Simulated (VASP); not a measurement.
# Cs (I4_1/amd) in VASP: a series of runs

Cs is run at these levels: LDA; tasks: electric field gradients, single point.

Everything below comes from runs of VASP 6.6.1. Logs are shortened: lines on timing, memory, paths and dates and some standing lists are left out, and cuts for length are marked.

## (1) The cell of the first run

It takes space group I4_1/amd (No. 141, tetragonal). The conventional cell has a = 5.208 Å, b = 5.208 Å, c = 19.569 Å, α = 90.00°, β = 90.00°, γ = 90.00°.

## (2) Electric field gradients, LDA (132.68 Å³/atom)

INCAR reads:

```
PREC = Accurate ; ENCUT = 520
EDIFF = 1E-8 ; ISMEAR = -1
SIGMA = 0.03 ; LREAL = False
LASPH = True ; NELM = 60
ALGO = Normal ; ISIF = 2
LWAVE = False ; LCHARG = False
LEFG = True ; NBANDS = 16
```

KPOINTS reads:

```
regular mesh
0
Gamma
  9 9 9
```

POSCAR reads:

```
Cs
1.0
   -2.6039344366      2.6039344366      9.7842727390
    2.6039344366     -2.6039344366      9.7842727390
    2.6039344366      2.6039344366     -9.7842727390
Cs
2
Direct
    0.2500000000      0.7500000000      0.5000000000
    0.5000000000      0.5000000000      0.0000000000
```

Potentials or basis: VASP PAW LDA potentials, release 64 (Cs_sv).

Command:

```bash
$ cat potpaw_LDA.64/Cs_sv/POTCAR > POTCAR
$ mpirun -np 1 vasp_std > vasp.out
```

OUTCAR:

```text
PREC = Accurate
   ENCUT = 520
   EDIFF = 1E-8
   ISMEAR = -1
   LREAL = False
   LASPH = True
   NELM = 60
   ISIF = 2

 ion  position               nearest neighbor table
   1  0.250  0.750  0.500-
   2  0.500  0.500  0.000-

  LATTYP: Found a body centered tetragonal cell.
 ALAT       =     5.2078688732
 C/A-ratio  =     3.7574958115

  Lattice vectors:

 A1 = (  -2.6039344366,   2.6039344366,   9.7842727390)
 A2 = (   2.6039344366,  -2.6039344366,   9.7842727390)
 A3 = (   2.6039344366,   2.6039344366,  -9.7842727390)

Analysis of symmetry for initial positions (statically):
=====================================================================
 Subroutine PRICEL returns:
 Original cell was already a primitive cell.

 Routine SETGRP: Setting up the symmetry group for a
 body centered tetragonal supercell.

 Subroutine GETGRP returns: Found 16 space group operations
 (whereof  8 operations were pure point group operations)
 out of a pool of 16 trial point group operations.

The static configuration has the point symmetry D_2d.
 The point group associated with its full space group is D_4h.

Analysis of symmetry for dynamics (positions and initial velocities):
=====================================================================
 Subroutine PRICEL returns:
 Original cell was already a primitive cell.

 Routine SETGRP: Setting up the symmetry group for a
 body centered tetragonal supercell.

 Subroutine GETGRP returns: Found 16 space group operations
 (whereof  8 operations were pure point group operations)
 out of a pool of 16 trial point group operations.

The dynamic configuration has the point symmetry D_2d.
 The point group associated with its full space group is D_4h.

 Subroutine INISYM returns: Found 16 space group operations
 (whereof  8 operations are pure point group operations),
 and found     1 'primitive' translations

----------------------------------------------------------------------------------------

                                     Primitive cell

  volume of cell :     265.3680

  direct lattice vectors                    reciprocal lattice vectors
    -2.603934437  2.603934437  9.784272739     0.000000000  0.192017123  0.051102418
     2.603934437 -2.603934437  9.784272739     0.192017123  0.000000000  0.051102418
     2.603934437  2.603934437 -9.784272739     0.192017123  0.192017123  0.000000000

  length of vectors
    10.454326479 10.454326479 10.454326479     0.198700863  0.198700863  0.271553220

  position of ions in fractional coordinates (direct lattice)
     0.250000000  0.750000000  0.500000000
     0.500000000  0.500000000  0.000000000

  ion indices of the primitive-cell ions
   primitive index   ion index
                 1           1
                 2           2

----------------------------------------------------------------------------------------

 KPOINTS: regular mesh

Automatic generation of k-mesh.
 Grid dimensions read from file:
 generate k-points for:    9    9    9

 Generating k-lattice:

  Cartesian coordinates                     Fractional coordinates (reciprocal lattice)
     0.000000000  0.021335236  0.005678046     0.111111111  0.000000000 -0.000000000
     0.021335236  0.000000000  0.005678046     0.000000000  0.111111111 -0.000000000
     0.021335236  0.021335236  0.000000000     0.000000000  0.000000000  0.111111111

  Length of vectors
     0.022077874  0.022077874  0.030172580

  Shift w.r.t. Gamma in fractional coordinates (k-lattice)
     0.000000000  0.000000000  0.000000000

 Subroutine IBZKPT returns following result:
 ===========================================

 Found     75 irreducible k-points:

 Following reciprocal coordinates:
            Coordinates               Weight
  0.000000  0.000000  0.000000      1.000000
  0.111111  0.000000 -0.000000      8.000000
  0.222222  0.000000  0.000000      8.000000
  0.333333  0.000000  0.000000      8.000000
  0.444444  0.000000  0.000000      8.000000
  0.111111  0.111111 -0.000000      8.000000
[... 16 lines left out ...]
 -0.333333  0.333333  0.000000      4.000000
  0.444444  0.444444  0.000000      8.000000
 [... further k-points ...]
   k-points           NKPTS =     75   k-points in BZ     NKDIM =     75   number of bands    NBANDS=     16
   number of dos      NEDOS =    301   number of ions     NIONS =      2
   total plane-waves  NPLWV = 512000
   dimension x,y,z NGX =    80 NGY =   80 NGZ =   80
   dimension x,y,z NGXF=   160 NGYF=  160 NGZF=  160
   ions per type =               2
   NGX,Y,Z   is equivalent  to a cutoff of  12.72, 12.72, 12.72 a.u.
   NGXF,Y,Z  is equivalent  to a cutoff of  25.44, 25.44, 25.44 a.u.
 SYSTEM =  unknown system
   PREC   = accura    normal or accurate (medium, high low for compatibility)
   ISTART =      0    job   : 0-new  1-cont  2-samecut
   ICHARG =      2    charge: 1-file 2-atom 10-const
   ISPIN  =      1    spin polarized calculation?
   LNONCOLLINEAR =      F non collinear calculations
   LSORBIT =      F    spin-orbit coupling
   LASPH  =      T    aspherical Exc in radial PAW
   ENCUT  =  520.0 eV  38.22 Ry    6.18 a.u.  19.44 19.44 19.44*2*pi/ulx,y,z
   NELM   =     60;   NELMIN=  2; NELMDL= -5     # of ELM steps
   EDIFF  = 0.1E-07   stopping-criterion for ELM
   LREAL  =      F    real-space projection
   EDIFFG = 0.1E-06   stopping-criterion for IOM
   NSW    =      0    number of steps for IOM
   IBRION =     -1    ionic relax: 0-MD 1-quasi-New 2-CG
   NFREE  =      0    steps in history (QN), initial steepest desc. (CG)
   ISIF   =      2    stress and relaxation
   ISYM   =      2    0-nonsym 1-usesym 2-fastsym
   POTIM  = 0.5000    time-step for ionic-motion
   TEBEG  =    0.0;   TEEND  =   0.0 temperature during run
   PSTRESS=    0.0 pullay stress
   NELECT =      18.0000    total number of electrons
   NUPDOWN=      -1.0000    fix difference up-down
   EMIN   =  10.00;   EMAX   =-10.00  energy-range for DOS
   EFERMI =   0.00;   METHOD = LEGACY
   ISMEAR =    -1;   SIGMA  =   0.03  broadening in eV -4-tet -1-fermi 0-gaus
   EFERMI_NEDOS =   21; number of points for ismear=-14 and -15
   IALGO  =     38    algorithm
   IMIX   =      4    mixing-type and parameters
     AMIX     =   0.40;   BMIX     =  1.00
     AMIX_MAG =   1.60;   BMIX_MAG =  1.00
  volume/ion in A,a.u.               =     132.68       895.40
  Fermi-wavevector in a.u.,A,eV,Ry     =   0.667651  1.261677  6.064902  0.445758
  Thomas-Fermi vector in A             =   1.742323
   LORBIT       =      0    0 simple, 1 ext, 2 COOP (PROOUT), +10 PAW based schemes
   GGA     = CA    functional components
   LHFCALC =     F    Hartree Fock is set to
   AEXX    =    0.0000 exact exchange contribution
   IVDW    =     0    specifies the selected vdW correction
   LEPSILON=     F    determine dielectric tensor
   LRPA    =     F    only Hartree local field effects (RPA)
 non-spin polarized calculation
  energy-cutoff  :      520.00
  volume of cell :      265.37
 maximum number of plane-waves:      7205
 NGX is ok and might be reduce to    80
   NGX = 39   NGY = 39   NGZ = 39

 number of electron      18.0000000 magnetization

 Free energy of the ion-electron system (eV)
  ---------------------------------------------------
  ext. energy  EPLUGINS =         0.00000000
  ---------------------------------------------------
  free energy    TOTEN  =        -1.78519850 eV

  energy without entropy =       -1.77837991  energy(sigma->0) =       -1.78178920

 E-fermi :  -0.0314     XC(G=0):  -5.1724

 val. band max:       -0.0613879558   @ k =   0.2222   0.2222   0.1111
 cond. band min:      -0.0210732584   @ k =  -0.3333   0.3333   0.1111
 fundamental gap:      0.0403146974
 Fermi energy:        -0.0314037585

 k-point     1 :       0.0000    0.0000    0.0000
  band No.  band energies     occupation
      1     -23.9972      2.00000
      2     -23.9939      2.00000
      3     -10.8383      2.00000
      4     -10.7436      2.00000
      5     -10.7406      2.00000
      6     -10.7406      2.00000
[... 8 lines left out ...]
     15       3.0193      0.00000
     16       3.0194      0.00000

 k-point     2 :       0.1111    0.0000   -0.0000
  band No.  band energies     occupation
      1     -23.9966      2.00000
      2     -23.9935      2.00000
      3     -10.8349      2.00000
      4     -10.7559      2.00000
      5     -10.7499      2.00000
      6     -10.7427      2.00000
[... 8 lines left out ...]
     15       2.6962      0.00000
     16       2.9847      0.00000

 k-point     3 :       0.2222    0.0000    0.0000
  band No.  band energies     occupation
      1     -23.9953      2.00000
      2     -23.9926      2.00000
      3     -10.8269      2.00000
      4     -10.7902      2.00000
      5     -10.7826      2.00000
      6     -10.7453      2.00000
[... 8 lines left out ...]
     15       2.3370      0.00000
     16       2.9436      0.00000

 k-point     4 :       0.3333    0.0000    0.0000
  band No.  band energies     occupation
      1     -23.9936      2.00000
      2     -23.9915      2.00000
      3     -10.8315      2.00000
      4     -10.8282      2.00000
      5     -10.8044      2.00000
      6     -10.7495      2.00000
[... 8 lines left out ...]
     15       2.3158      0.00000
     16       2.8578      0.00000

 k-point     5 :       0.4444    0.0000    0.0000
  band No.  band energies     occupation
      1     -23.9925      2.00000
      2     -23.9909      2.00000
      3     -10.8550      2.00000
      4     -10.8501      2.00000
      5     -10.7990      2.00000
      6     -10.7536      2.00000
[... 8 lines left out ...]
     15       2.3566      0.00000
     16       2.7315      0.00000

 k-point     6 :       0.1111    0.1111   -0.0000
  band No.  band energies     occupation
      1     -23.9960      2.00000
      2     -23.9932      2.00000
      3     -10.8304      2.00000
      4     -10.7574      2.00000
      5     -10.7540      2.00000
      6     -10.7487      2.00000
[... 8 lines left out ...]
     15       2.5694      0.00000
     16       2.6907      0.00000
[... 267 lines left out ...]
 k-point    21 :       0.4444    0.3333    0.0000
  band No.  band energies     occupation
      1     -23.9891      2.00000
      2     -23.9885      2.00000
      3     -10.8444      2.00000
      4     -10.8399      2.00000
      5     -10.8170      2.00000
      6     -10.8135      2.00000
[... 8 lines left out ...]
     15       2.1069      0.00000
     16       2.2399      0.00000

 k-point    22 :      -0.4444    0.3333    0.0000
  band No.  band energies     occupation
      1     -23.9893      2.00000
      2     -23.9883      2.00000
      3     -10.8436      2.00000
      4     -10.8406      2.00000
      5     -10.8160      2.00000
      6     -10.8151      2.00000
[... 8 lines left out ...]
     15       2.1198      0.00000
     16       2.2288      0.00000

 k-point    23 :      -0.3333    0.3333    0.0000
  band No.  band energies     occupation
      1     -23.9905      2.00000
      2     -23.9889      2.00000
      3     -10.8236      2.00000
      4     -10.8192      2.00000
      5     -10.8163      2.00000
      6     -10.8161      2.00000
[... 8 lines left out ...]
     15       1.9960      0.00000
     16       2.0544      0.00000

 k-point    24 :       0.4444    0.4444    0.0000
  band No.  band energies     occupation
      1     -23.9880      2.00000
      2     -23.9879      2.00000
      3     -10.8419      2.00000
      4     -10.8413      2.00000
      5     -10.8363      2.00000
      6     -10.8356      2.00000
[... 8 lines left out ...]
     15       2.1690      0.00000
     16       2.1941      0.00000

 [... further k-points ...]
[... 5 lines left out ...]
  --------------------------------------------------------------------------------------
  -------------------------------------------------------------------------------------
  Total       -0.5502512     -0.5502512     -0.7482183      0.0000000     -0.0000000      0.0000000
  in kB       -3.3221785     -3.3221785     -4.5174179      0.0000000     -0.0000000      0.0000000
  external PRESSURE =      -3.7205916 kB  Pullay stress =       0.0000000 kB

 VOLUME and BASIS-vectors are now :
 -----------------------------------------------------------------------------
  energy-cutoff  :      520.00
  volume of cell :      265.37
      direct lattice vectors                 reciprocal lattice vectors
    -2.603934437  2.603934437  9.784272739     0.000000000  0.192017123  0.051102418
     2.603934437 -2.603934437  9.784272739     0.192017123  0.000000000  0.051102418
     2.603934437  2.603934437 -9.784272739     0.192017123  0.192017123  0.000000000

 POSITION                                       TOTAL-FORCE (eV/Angst)
 -----------------------------------------------------------------------------------
      2.60393     -0.00000      4.89214        -0.000000      0.000000      0.000000
      0.00000      0.00000      9.78427         0.000000     -0.000000     -0.000000
 -----------------------------------------------------------------------------------
    total drift:                                0.000000     -0.000000      0.000000

  FREE ENERGIE OF THE ION-ELECTRON SYSTEM (eV)
  ---------------------------------------------------
  free  energy   TOTEN  =        -1.7851984951 eV

  energy  without entropy=       -1.7783799117  energy(sigma->0) =       -1.78178920

 Electric field gradients (V/A^2)
---------------------------------------------------------------------
 ion       V_xx      V_yy      V_zz      V_xy      V_xz      V_yz
---------------------------------------------------------------------
   1       2.189     2.189    -4.378    -0.000    -0.000    -0.000
   2       2.189     2.189    -4.378    -0.000    -0.000    -0.000
---------------------------------------------------------------------

 Electric field gradients after diagonalization (V/A^2)
 (convention: |V_zz| > |V_xx| > |V_yy|)
----------------------------------------------------------------------
 ion       V_xx      V_yy      V_zz     asymmetry (V_yy - V_xx)/ V_zz
----------------------------------------------------------------------
   1       2.189     2.189    -4.378       0.000
   2       2.189     2.189    -4.378       0.000
----------------------------------------------------------------------

           NMR quadrupolar parameters

 Cq : quadrupolar parameter    Cq=e*Q*V_zz/h
 eta: asymmetry parameters     (V_yy - V_xx)/ V_zz
 Q  : nuclear electric quadrupole moment in mb (millibarn)
----------------------------------------------------------------------
 ion       Cq(MHz)       eta       Q (mb)
----------------------------------------------------------------------
   1      -0.011       0.000       1.000
   2      -0.011       0.000       1.000
----------------------------------------------------------------------
```

It took 12 min on 1 thread of Intel Xeon 6975P-C (Granite Rapids), shared host; peak memory 0.78 GiB.

What came out:

```
Free energy                             : -1.7852 eV
Pressure                                : -0.4 GPa
Band gap on the k mesh                  : zero (bands 9 and 10 overlap by 1.56 eV)
Largest electric field gradient by atom : Cs -4.4 V/Å²
```

Electric field gradients, principal values (V/Å²):
```tsv
atom	least	middle	greatest (by size)
1 Cs	2.189	2.189	-4.378
2 Cs	2.189	2.189	-4.378
```

Caveat: without QUAD_EFG the Cq values of the log hold for a quadrupole moment of 1 mb, not for the nuclei; spin-orbit coupling is left out, which moves the levels of the heavy elements.

## (3) Single point, LDA

This run uses another cell than the first one, of 125.17 Å³/atom.

POSCAR reads:

```
Cs
1.0
   -2.5538463026      2.5538463026      9.5960667852
    2.5538463026     -2.5538463026      9.5960667852
    2.5538463026      2.5538463026     -9.5960667852
Cs
2
Direct
    0.2500000000      0.7500000000      0.5000000000
    0.5000000000      0.5000000000      0.0000000000
```

INCAR.step1 reads:

```
SYSTEM = Cs
PREC     = Accurate       ! precision mode
ENCUT    = 520            ! plane-wave cutoff, eV
EDIFF    = 1E-6           ! SCF threshold, eV
ISMEAR   = -1             ! smearing method
SIGMA    = 0.03           ! smearing width, eV
LREAL    = .FALSE.        ! projectors in reciprocal space
LASPH    = .TRUE.         ! aspherical terms in the spheres
NELM     = 60             ! most SCF steps
ALGO     = Normal         ! electronic algorithm
ISIF     = 2              ! what is computed and relaxed
LWAVE    = .FALSE.        ! write WAVECAR
LCHARG   = .TRUE.         ! write CHGCAR
NBANDS   = 16             ! bands
```

KPOINTS.step1 reads:

```
Automatic mesh
0
G
  9 9 9
  0 0 0
```

INCAR.step2 reads:

```
SYSTEM = Cs
PREC     = Accurate       ! precision mode
ENCUT    = 520            ! plane-wave cutoff, eV
EDIFF    = 1E-6           ! SCF threshold, eV
ISMEAR   = -5             ! smearing method
SIGMA    = 0.03           ! smearing width, eV
LREAL    = .FALSE.        ! projectors in reciprocal space
LASPH    = .TRUE.         ! aspherical terms in the spheres
NELM     = 60             ! most SCF steps
ALGO     = Normal         ! electronic algorithm
ISIF     = 2              ! what is computed and relaxed
LWAVE    = .FALSE.        ! write WAVECAR
LCHARG   = .FALSE.        ! write CHGCAR
LORBIT   = 11             ! projections on sites
NBANDS   = 16             ! bands
NEDOS    = 2001           ! points of the DOS
ICHARG   = 11             ! starting density
```

KPOINTS.step2 reads:

```
Automatic mesh
0
G
  14 14 14
  0 0 0
```

Potentials or basis: VASP PAW LDA potentials, release 64 (Cs_sv).

Command:

```bash
$ cat potpaw_LDA.64/Cs_sv/POTCAR > POTCAR
$ cp INCAR.step1 INCAR
$ cp KPOINTS.step1 KPOINTS
$ mpirun -np 1 vasp_std > vasp.out
$ cp INCAR.step2 INCAR
$ cp KPOINTS.step2 KPOINTS
$ mpirun -np 1 vasp_std > vasp.out
```

Wall time 24 min (1 thread of Intel Xeon 6975P-C (Granite Rapids), shared host); peak memory 1.1 GiB.

Results (log left out):

```yaml
Valence_electrons_inside_the_program's_atomic_spheres: Cs 6.52
```

Levels at points of the mesh, in eV from the Fermi level:
```tsv
k point	band 6	band 7	band 8	band 9	band 10	band 11	band 12	band 13
(0.00, 0.00, 0.00)	-10.67	-10.66	-10.66	-1.59	-0.15	0.63	1.51	1.51
(0.50, 0.00, 0.00)	-10.69	-10.66	-10.65	-0.13	0.37	0.49	1.07	1.26
(0.50, 0.50, 0.00)	-10.79	-10.70	-10.70	0.60	0.60	1.22	1.22	1.68
(0.50, 0.50, 0.50)	-10.67	-10.66	-10.66	-1.07	-1.07	1.21	1.21	1.74
```

Caveat: spin-orbit coupling is left out, which moves the levels of the heavy elements.

The gap in the log of VASP goes by the Fermi energy; the results here count the filled bands.